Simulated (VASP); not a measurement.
Runs of VASP 6.6.1 on La2AsN. The structure is that of space group P4/mmm (No. 123), or close to it. The cells are those of the table. 

```tsv
level	cell	cutoff (eV)	gap on the mesh (eV)	pressure (GPa)
PBE	a = 4.073, b = 4.073, c = 5.783 Å, 4 atoms	600	none	2.4
PBE	a = 4.117, b = 4.117, c = 5.839 Å, 4 atoms	600	none	-0.1
PBE	a = 4.031, b = 4.031, c = 5.723 Å, 4 atoms	600	none	5.4
r2SCAN	a = 4.033, b = 4.033, c = 5.720 Å, 4 atoms	660	none	(b)
PBE	a = 4.196, b = 4.196, c = 5.957 Å, 4 atoms	600	none	(a)
PBE	a = 4.156, b = 4.156, c = 5.900 Å, 4 atoms	600	none	-2.3
r2SCAN	a = 4.117, b = 4.117, c = 5.839 Å, 4 atoms	660	-	-0.1
PBE	a = 4.115, b = 4.115, c = 5.842 Å, 4 atoms	600	none	-0.1
```

Alike in all rows: task single point; potentials or basis VASP PAW PBE potentials, release 64 (N, La, As); no spin polarisation; k mesh 6 × 6 × 4; smearing fermi-dirac 0.02 eV.

Problem. Estimate the missing entries.

Solution. (a) -4.2; (b) 5.8.

Caveats: spin-orbit coupling is left out, which moves the levels of the heavy elements; the cell stands under pressure (at least some runs); the PAW data sets were made with another functional, which shifts forces and pressure a little (at least some runs); the cell stands under tension (at least some runs).

A k mesh can miss the band edges, and the runs leave out spin-orbit coupling on As, La.

A gap of «none» marks levels without a gap at the run's occupations.
